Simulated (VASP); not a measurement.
# Si (Fd-3m) in VASP: notebook, part 2 of 2

VASP 6.6.1. Earlier steps stand in the parts before.

**4. Vibrations by perturbation theory, LDA**

This run uses another cell than the first one, of 19.70 Å³/atom, 1.030 times its volume.

INCAR reads:

```
PREC = Accurate
ENCUT = 520
EDIFF = 1E-8
ISMEAR = 0
SIGMA = 0.01
LREAL = False
LASPH = True
NELM = 100
ALGO = Normal
ISIF = 2
LWAVE = False
LCHARG = True
GGA = CA
IBRION = 8
NSW = 1
LEPSILON = True
```

KPOINTS reads:

```
regular mesh
0
Gamma
  12 12 12
```

POSCAR reads:

```
Si
1.0
    0.0000000000      2.7009735899      2.7009735899
    2.7009735899      0.0000000000      2.7009735899
    2.7009735899      2.7009735899      0.0000000000
Si
2
Direct
    0.5000000000      0.5000000000      0.5000000000
    0.7500000000      0.7500000000      0.7500000000
```

Potentials or basis: VASP PAW LDA potentials, release 64 (Si).

Launch:

```bash
> cat potpaw_LDA.64/Si/POTCAR > POTCAR
> mpirun -np 1 vasp_std > vasp.out
```

OUTCAR:

```text
PREC = Accurate
   ENCUT = 520
   EDIFF = 1E-8
   ISMEAR = 0
   LREAL = False
   LASPH = True
   NELM = 100
   ISIF = 2
   GGA = CA
   IBRION = 8
   NSW = 1
   LEPSILON = True

 ion  position               nearest neighbor table
   1  0.500  0.500  0.500-   2 2.34   2 2.34   2 2.34   2 2.34
   2  0.750  0.750  0.750-   1 2.34   1 2.34   1 2.34   1 2.34

  LATTYP: Found a face centered cubic cell.
 ALAT       =     5.4019471798

  Lattice vectors:

 A1 = (   0.0000000000,   2.7009735899,   2.7009735899)
 A2 = (   2.7009735899,   0.0000000000,   2.7009735899)
 A3 = (   2.7009735899,   2.7009735899,   0.0000000000)

Analysis of symmetry for initial positions (statically):
=====================================================================
 Subroutine PRICEL returns:
 Original cell was already a primitive cell.

 Routine SETGRP: Setting up the symmetry group for a
 face centered cubic supercell.

 Subroutine GETGRP returns: Found 48 space group operations
 (whereof 24 operations were pure point group operations)
 out of a pool of 48 trial point group operations.

The static configuration has the point symmetry T_d .
 The point group associated with its full space group is O_h .

Analysis of symmetry for dynamics (positions and initial velocities):
=====================================================================
 Subroutine PRICEL returns:
 Original cell was already a primitive cell.

 Routine SETGRP: Setting up the symmetry group for a
 face centered cubic supercell.

 Subroutine GETGRP returns: Found 48 space group operations
 (whereof 24 operations were pure point group operations)
 out of a pool of 48 trial point group operations.

The dynamic configuration has the point symmetry T_d .
 The point group associated with its full space group is O_h .

 Subroutine INISYM returns: Found 48 space group operations
 (whereof 24 operations are pure point group operations),
 and found     1 'primitive' translations

----------------------------------------------------------------------------------------

                                     Primitive cell

  volume of cell :      39.4086

  direct lattice vectors                    reciprocal lattice vectors
     0.000000000  2.700973590  2.700973590    -0.185118434  0.185118434  0.185118434
     2.700973590  0.000000000  2.700973590     0.185118434 -0.185118434  0.185118434
     2.700973590  2.700973590  0.000000000     0.185118434  0.185118434 -0.185118434

  length of vectors
     3.819753482  3.819753482  3.819753482     0.320634532  0.320634532  0.320634532

[... 451 lines left out ...]
     0.00120  0.00000  0.00000           (  0.00000  0.00000  0.00000)
     0.00000  0.00120  0.00000           (  0.00000  0.00000  0.00000)
     0.00000  0.00000 -0.00714           (  0.00000  0.00000  0.00000)

 PIEZOELECTRIC TENSOR FIELD DIRECTION 3  (C/m^2)
 -----------------------------------------------------------------------------
     0.00049  0.00000  0.00000
     0.00000  0.00049  0.00000
     0.00000  0.00000 -0.00290

--------------------------------------- Ionic step        4  -------------------------------------------

 Free energy of the ion-electron system (eV)
  ---------------------------------------------------
  ---------------------------------------------------
  free energy    TOTEN  =        -0.01772585 eV

  energy without entropy =       -0.01772585

------------------------ aborting loop because EDIFF is reached ----------------------------------------

 INTERNAL STRAIN TENSOR  FOR ION    1  DIRECTION 1   (eV/Angst):
 -----------------------------------------------------------------------------
    -0.00675  0.00000  0.00000
     0.00000  0.00410  9.66202
     0.00000  9.66202  0.00410

 MACROSCOPIC STATIC DIELECTRIC TENSOR (including local field effects in DFT)
 ------------------------------------------------------
          13.432363     0.000000     0.000000
          -0.000000    13.432363     0.000000
          -0.000000    -0.000000    13.432363
 ------------------------------------------------------

 PIEZOELECTRIC TENSOR (including local field effects)  for field in x, y, z        (e  Angst)
          XX          YY          ZZ          XY          YZ          ZX
  --------------------------------------------------------------------------------
  x     0.00000     0.00000     0.00000    -0.00000     0.00000    -0.00000
  y    -0.00000     0.00000     0.00000     0.00000    -0.00000     0.00000
  z     0.00000    -0.00000     0.00000     0.00000    -0.00000     0.00000

 PIEZOELECTRIC TENSOR (including local field effects)  for field in x, y, z        (C/m^2)
          XX          YY          ZZ          XY          YZ          ZX
  --------------------------------------------------------------------------------
  x     0.00000     0.00000     0.00000    -0.00000     0.00000    -0.00000
  y    -0.00000     0.00000     0.00000     0.00000    -0.00000     0.00000
  z     0.00000    -0.00000     0.00000     0.00000    -0.00000     0.00000

 BORN EFFECTIVE CHARGES (including local field effects) (in |e|, cummulative output)
 ---------------------------------------------------------------------------------
 ion    1
    1    -0.00000     0.00000     0.00000
    2     0.00000    -0.00000     0.00000
    3     0.00000     0.00000     0.00000
 ion    2
    1     0.00000    -0.00000    -0.00000
    2     0.00000     0.00000     0.00000
    3    -0.00000    -0.00000    -0.00000

 INTERNAL STRAIN TENSOR FOR ION    2 for displacements in x,y,z  (eV/Angst):
          X           Y           Z          XY          YZ          ZX
  --------------------------------------------------------------------------------
  x     0.00000    -0.00000    -0.00000     0.00000    -9.66202     0.00000
  y    -0.00000     0.00000    -0.00000     0.00000     0.00000    -9.66202
  z    -0.00000    -0.00000     0.00000    -9.66202     0.00000     0.00000

 SECOND DERIVATIVES (NOT SYMMETRIZED)
 ------------------------------------
               1X          1Y          1Z          2X          2Y          2Z
  1X   -13.593789    0.000000    0.000000   13.593789    0.000000    0.000000
  1Y     0.000000  -13.593789    0.000000    0.000000   13.593789    0.000000
  1Z     0.000000    0.000000  -13.593789    0.000000    0.000000   13.593789
  2X    13.593789    0.000000    0.000000  -13.593789    0.000000    0.000000
  2Y     0.000000   13.593789    0.000000    0.000000  -13.593789    0.000000
  2Z     0.000000    0.000000   13.593789    0.000000    0.000000  -13.593789

 Eigenvectors and eigenvalues of the dynamical matrix
 ----------------------------------------------------

   1 f  =   15.381503 THz    96.644832 2PiTHz  513.071707 cm-1    63.612756 meV
             X         Y         Z           dx          dy          dz
      2.700974  2.700974  2.700974     0.000000   -0.707107    0.000000
      4.051460  4.051460  4.051460     0.000000    0.707107    0.000000
[... 21 lines left out ...]
   6 f  =    0.000000 THz     0.000000 2PiTHz    0.000000 cm-1     0.000000 meV
             X         Y         Z           dx          dy          dz
      2.700974  2.700974  2.700974     0.000000    0.000000    0.707107
      4.051460  4.051460  4.051460     0.000000    0.000000    0.707107

--------------------------------------------------------------------------------------------------------

 MACROSCOPIC STATIC DIELECTRIC TENSOR IONIC CONTRIBUTION
 ------------------------------------------------------
           0.000000    -0.000000     0.000000
          -0.000000     0.000000    -0.000000
           0.000000    -0.000000     0.000000
 ------------------------------------------------------

 ELASTIC MODULI CONTR FROM IONIC RELAXATION (kBar)
 Direction    XX          YY          ZZ          XY          YZ          ZX
 --------------------------------------------------------------------------------
 XX          -0.0000      0.0000      0.0000     -0.0000      0.0000     -0.0000
 YY           0.0000     -0.0000     -0.0000     -0.0000     -0.0000      0.0000
 ZZ           0.0000     -0.0000     -0.0000      0.0000     -0.0000     -0.0000
 XY          -0.0000     -0.0000      0.0000   -279.1996      0.0000      0.0000
 YZ           0.0000     -0.0000     -0.0000      0.0000   -279.1996      0.0000
 ZX          -0.0000      0.0000     -0.0000      0.0000      0.0000   -279.1996
 --------------------------------------------------------------------------------

 PIEZOELECTRIC TENSOR IONIC CONTR  for field in x, y, z        (C/m^2)
          XX          YY          ZZ          XY          YZ          ZX
  --------------------------------------------------------------------------------
  x     0.00000    -0.00000    -0.00000     0.00000    -0.00000     0.00000
  y    -0.00000     0.00000    -0.00000     0.00000     0.00000    -0.00000
  z     0.00000     0.00000    -0.00000     0.00000     0.00000     0.00000
```

Wall time 4 min (1 thread of Intel Xeon Platinum 8375C at 2.90GHz (Ice Lake), shared host); peak memory 0.3 GiB.

What came out:

| Property | Result |
| --- | --- |
| Electronic dielectric tensor (diagonal) | 13.43 |
| Born charges (mean of the diagonal) | Si +0.00 e |
| Highest phonon frequency at Γ | 513 cm⁻¹ |

Phonon frequencies in cm⁻¹ (negative: imaginary):
```
              q point        frequencies
(0.000, 0.000, 0.000)  0 0 0 513 513 513
```

Electronic dielectric tensor:
```
13.43  0.00  0.00
 0.00 13.43  0.00
 0.00  0.00 13.43
```

Born effective charge tensors (e):
atom 1, Si
```
0.00 0.00 0.00
0.00 0.00 0.00
0.00 0.00 0.00
```
atom 2, Si
```
0.00 0.00 0.00
0.00 0.00 0.00
0.00 0.00 0.00
```

**5. Vibrations by perturbation theory, LDA (phonons at volume x 1.02)**

INCAR reads:

```
SYSTEM = Si
PREC = Accurate ; ENCUT = 520
EDIFF = 1E-8 ; ISMEAR = 0
SIGMA = 0.01 ; LREAL = .FALSE.
LASPH = .TRUE. ; NELM = 60
ALGO = Normal ; ISIF = 2
LWAVE = .FALSE. ; LCHARG = .FALSE.
IBRION = 8 ; NSW = 1
LEPSILON = .TRUE.
```

KPOINTS reads:

```
regular mesh
0
G
  12 12 12
  0 0 0
```

POSCAR reads:

```
Si
1.0
    0.0000000000      2.7188613535      2.7188613535
    2.7188613535      0.0000000000      2.7188613535
    2.7188613535      2.7188613535      0.0000000000
Si
2
Direct
    0.5000000000      0.5000000000      0.5000000000
    0.7500000000      0.7500000000      0.7500000000
```

Potentials or basis: VASP PAW LDA potentials, release 64 (Si).

Launch:

```bash
> cat potpaw_LDA.64/Si/POTCAR > POTCAR
> mpirun -np 1 vasp_std > vasp.out
```

OUTCAR:

```text
SYSTEM = Si
   PREC = Accurate
   ENCUT = 520
   EDIFF = 1E-8
   ISMEAR = 0
   LREAL = .FALSE.
   LASPH = .TRUE.
   NELM = 60
   ISIF = 2
   IBRION = 8
   NSW = 1
   LEPSILON = .TRUE.

 ion  position               nearest neighbor table
   1  0.500  0.500  0.500-   2 2.35   2 2.35   2 2.35   2 2.35
   2  0.750  0.750  0.750-   1 2.35   1 2.35   1 2.35   1 2.35

  LATTYP: Found a face centered cubic cell.
 ALAT       =     5.4377227070

  Lattice vectors:

 A1 = (   0.0000000000,   2.7188613535,   2.7188613535)
 A2 = (   2.7188613535,   0.0000000000,   2.7188613535)
 A3 = (   2.7188613535,   2.7188613535,   0.0000000000)

Analysis of symmetry for initial positions (statically):
=====================================================================
 Subroutine PRICEL returns:
 Original cell was already a primitive cell.

 Routine SETGRP: Setting up the symmetry group for a
 face centered cubic supercell.

 Subroutine GETGRP returns: Found 48 space group operations
 (whereof 24 operations were pure point group operations)
 out of a pool of 48 trial point group operations.

The static configuration has the point symmetry T_d .
 The point group associated with its full space group is O_h .

Analysis of symmetry for dynamics (positions and initial velocities):
=====================================================================
 Subroutine PRICEL returns:
 Original cell was already a primitive cell.

 Routine SETGRP: Setting up the symmetry group for a
 face centered cubic supercell.

[... 519 lines left out ...]
          XX          YY          ZZ          XY          YZ          ZX
  --------------------------------------------------------------------------------
  x     0.00000     0.00000    -0.00000    -0.00000     0.00000     0.00000
  y     0.00000     0.00000    -0.00000     0.00000     0.00000     0.00000
  z     0.00000    -0.00000     0.00000     0.00000     0.00000     0.00000

 BORN EFFECTIVE CHARGES (including local field effects) (in |e|, cummulative output)
 ---------------------------------------------------------------------------------
 ion    1
    1     0.00000     0.00000     0.00000
    2     0.00000    -0.00000     0.00000
    3    -0.00000    -0.00000    -0.00000
 ion    2
    1     0.00000    -0.00000    -0.00000
    2    -0.00000     0.00000     0.00000
    3     0.00000     0.00000     0.00000

 INTERNAL STRAIN TENSOR FOR ION    2 for displacements in x,y,z  (eV/Angst):
          X           Y           Z          XY          YZ          ZX
  --------------------------------------------------------------------------------
  x     0.00000    -0.00000    -0.00000     0.00000    -8.80494     0.00000
  y    -0.00000     0.00000    -0.00000     0.00000     0.00000    -8.80494
  z    -0.00000    -0.00000     0.00000    -8.80494     0.00000     0.00000

 SECOND DERIVATIVES (NOT SYMMETRIZED)
 ------------------------------------
               1X          1Y          1Z          2X          2Y          2Z
  1X   -13.063966    0.000000    0.000000   13.063966    0.000000    0.000000
  1Y     0.000000  -13.063966    0.000000    0.000000   13.063966    0.000000
  1Z     0.000000    0.000000  -13.063966    0.000000    0.000000   13.063966
  2X    13.063966    0.000000    0.000000  -13.063966    0.000000    0.000000
  2Y     0.000000   13.063966    0.000000    0.000000  -13.063966    0.000000
  2Z     0.000000    0.000000   13.063966    0.000000    0.000000  -13.063966

 Eigenvectors and eigenvalues of the dynamical matrix
 ----------------------------------------------------

   1 f  =   15.078774 THz    94.742731 2PiTHz  502.973757 cm-1    62.360770 meV
             X         Y         Z           dx          dy          dz
      2.718861  2.718861  2.718861     0.000000   -0.707107    0.000000
      4.078292  4.078292  4.078292     0.000000    0.707107    0.000000
[... 21 lines left out ...]
   6 f  =    0.000000 THz     0.000000 2PiTHz    0.000000 cm-1     0.000000 meV
             X         Y         Z           dx          dy          dz
      2.718861  2.718861  2.718861     0.000000    0.000000    0.707107
      4.078292  4.078292  4.078292     0.000000    0.000000    0.707107

--------------------------------------------------------------------------------------------------------

 MACROSCOPIC STATIC DIELECTRIC TENSOR IONIC CONTRIBUTION
 ------------------------------------------------------
           0.000000    -0.000000    -0.000000
          -0.000000     0.000000     0.000000
          -0.000000     0.000000     0.000000
 ------------------------------------------------------

 ELASTIC MODULI CONTR FROM IONIC RELAXATION (kBar)
 Direction    XX          YY          ZZ          XY          YZ          ZX
 --------------------------------------------------------------------------------
 XX          -0.0000     -0.0000     -0.0000     -0.0000      0.0000     -0.0000
 YY          -0.0000     -0.0000     -0.0000     -0.0000     -0.0000      0.0000
 ZZ          -0.0000     -0.0000     -0.0000      0.0000     -0.0000     -0.0000
 XY          -0.0000     -0.0000      0.0000   -236.5359      0.0000      0.0000
 YZ           0.0000     -0.0000     -0.0000      0.0000   -236.5359      0.0000
 ZX          -0.0000      0.0000     -0.0000      0.0000      0.0000   -236.5359
 --------------------------------------------------------------------------------

 PIEZOELECTRIC TENSOR IONIC CONTR  for field in x, y, z        (C/m^2)
          XX          YY          ZZ          XY          YZ          ZX
  --------------------------------------------------------------------------------
  x     0.00000     0.00000     0.00000     0.00000     0.00000     0.00000
  y    -0.00000     0.00000    -0.00000     0.00000     0.00000    -0.00000
  z    -0.00000    -0.00000    -0.00000    -0.00000    -0.00000    -0.00000
```

OSZICAR:

```text
N       E                     dE             d eps       ncg     rms          rms(c)
DAV:   1     0.795513942386E+01    0.79551E+01   -0.34191E+03  1152   0.813E+02
DAV:   2    -0.118894566562E+02   -0.19845E+02   -0.19262E+02  1720   0.866E+01
[... 138 lines left out ...]
RMM:   7    -0.176634060505E-01    0.20148E-06    0.58878E-07  7581   0.441E-04    0.614E-05
RMM:   8    -0.176637062271E-01   -0.30018E-06    0.78984E-08  7728   0.936E-05    0.260E-05
RMM:   9    -0.176636730907E-01    0.33136E-07   -0.39820E-09  7918   0.342E-05    0.493E-06
RMM:  10    -0.176637073493E-01   -0.34259E-07   -0.95244E-09  7866   0.187E-05    0.201E-06
RMM:  11    -0.176636939845E-01    0.13365E-07   -0.21490E-09  7099   0.133E-05    0.398E-07
RMM:  12    -0.176636953324E-01   -0.13479E-08   -0.20421E-09  4212   0.113E-05    0.180E-07
 Linear response finished
```

It took 5.9 min on 1 thread of Intel Xeon Platinum 8375C at 2.90GHz (Ice Lake), shared host; peak memory 0.31 GiB.

Results:

```
Electronic dielectric tensor (diagonal) : 13.52
Born charges (mean of the diagonal)     : Si +0.00 e
Highest phonon frequency at Γ           : 503 cm⁻¹
```

Phonon frequencies in cm⁻¹ (negative: imaginary):
| q point | frequencies |
| --- | --- |
| (0.000, 0.000, 0.000) | 0 0 0 503 503 503 |

Electronic dielectric tensor:
```
13.52  0.00  0.00
 0.00 13.52  0.00
 0.00  0.00 13.52
```

Born effective charge tensors (e):
atom 1, Si
```
0.00 0.00 0.00
0.00 0.00 0.00
0.00 0.00 0.00
```
atom 2, Si
```
0.00 0.00 0.00
0.00 0.00 0.00
0.00 0.00 0.00
```

Caveat: the cell differs from its parent crystal (phonons at volume x 1.02); the cell wasn't relaxed at this level first, which shifts response properties.
